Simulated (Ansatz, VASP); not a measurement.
# One calculation of TaN, two programs

```xyz
2
Lattice="0.0000 2.1790 2.1790 2.1790 0.0000 2.1790 2.1790 2.1790 0.0000" Properties=species:S:1:pos:R:3 pbc="T T T"
Ta    2.1790    2.1790    2.1790
N     0.0000    0.0000   -0.0875
```

Change from the starting cell: all N atoms moved +0.087 Å, as atom 2 towards its neighbour atom 1 (Ta) at 2.179 Å.

Alike in both runs: task single point; functional PBE; k mesh 18 × 18 × 18; occupations gaussian, width 0.15 eV; no spin polarisation.

```csv
,VASP,Ansatz
version,VASP 6.6.1,Ansatz 0.2.0
potentials or method,"VASP PAW PBE potentials, release 64 (Ta_pv, N), cutoff 520 eV","scalar-relativistic, plane waves, PAW"
valence electrons in the cell,16,18
```

Ansatz gave:

- gap on the k mesh at the Fermi level (eV): none
- pressure (GPa): 16.0
- traceless stress, the component that is largest in VASP (GPa): 2.78
- rms of the force components (eV/Å): 0.485

Problem. Which values does VASP return?

Solution. gap on the k mesh at the Fermi level (eV): none; pressure (GPa): 16.9; traceless stress, the component that is largest in VASP (GPa): 2.83; rms of the force components (eV/Å): 0.487.

Atom by atom the forces differ by 0.002 eV/Å (rms over components). A gap of «none» marks a metal or a gap that the smearing closes. The functional is the same, so the differences come from potentials, cutoffs and numerics. VASP's potentials hold 16 valence electrons a cell and Ansatz's 18, so a difference there can come from the potentials and not from the codes.

Spin-orbit coupling is off throughout.
